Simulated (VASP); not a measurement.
Runs of VASP 6.6.1 on Al2P3. The structure is that of space group P4/mmm (No. 123), or close to it. The cells are those of the table. 

```csv
task,cell,k mesh,cutoff (eV),gap on the mesh (eV),pressure (GPa),relaxed volume (Å³/atom),largest force (eV/Å)
relaxation of cell and atoms,"relaxed from a = 3.755, b = 3.755, c = 6.341 Å, 5 atoms",4 × 4 × 4,600,-,0.0,16.56,0.03
single point,"a = 3.349, b = 3.349, c = 7.428 Å, 5 atoms",6 × 6 × 4,520,none,-0.1,-,0.03
single point,"a = 3.341, b = 3.341, c = 7.426 Å, 5 atoms",4 × 4 × 4,520,none,-0.1,-,-
single point,"a = 3.755, b = 3.755, c = 6.341 Å, 5 atoms",4 × 4 × 4,520,none,43.6,-,22.77
single point,"a = 3.356, b = 3.356, c = 7.390 Å, 5 atoms",12 × 12 × 6,520,none,-0.1,-,-
relaxation of cell and atoms,"relaxed from a = 3.341, b = 3.341, c = 7.426 Å, 5 atoms",6 × 6 × 4,600,-,-0.1,(a),0.01
```

Alike in all rows: level PBE; potentials or basis VASP PAW PBE potentials, release 64 (Al, P); no spin polarisation; smearing gaussian 0.1 eV.

**Question.** Fill in the values left out.

**Answer.** (a) 16.67.

Caveats: some runs use coarse meshes; the bands computed are all filled at some k points, so no gap is given (some runs); forces of over 1 eV/Å act on the atoms, so gaps and moduli don't describe the material at rest (some runs).

A gap of «none» marks levels without a gap at the run's occupations.
